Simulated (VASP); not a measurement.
A run of VASP 6.6.1 is set up as follows.

File INCAR:

```
SYSTEM = Ca
PREC = Accurate
ENCUT = 520
EDIFF = 1E-7
ISMEAR = -1
SIGMA = 0.13605693000000002
LREAL = .False.
LASPH = .True.
NELM = 100
ALGO = Normal
ISIF = 2
LWAVE = .False.
LCHARG = .False.
NBANDS = 11
```

The input KPOINTS:

```
regular mesh
0
Gamma
  11 11 11
  0 0 0
```

POSCAR

```
Ca
1.0
    0.0000000000      2.6727716033      2.6727716033
    2.6727716033      0.0000000000      2.6727716033
    2.6727716033      2.6727716033      0.0000000000
Ca
1
Direct
    0.0000000000      0.0000000000      0.0000000000
```

Potentials or basis: VASP PAW LDA potentials, release 64 (Ca_sv).

Command:

```console
$ cat potpaw_LDA.64/Ca_sv/POTCAR > POTCAR
$ mpirun -np 1 vasp_std > vasp.out
```

Q: Predict the pressure.

A: 0.0 GPa.

Q: What does it give for the band gap on the k mesh?

A: Zero (band 5 reaches 2.28 eV, above the bottom of band 6 at 2.18 eV).
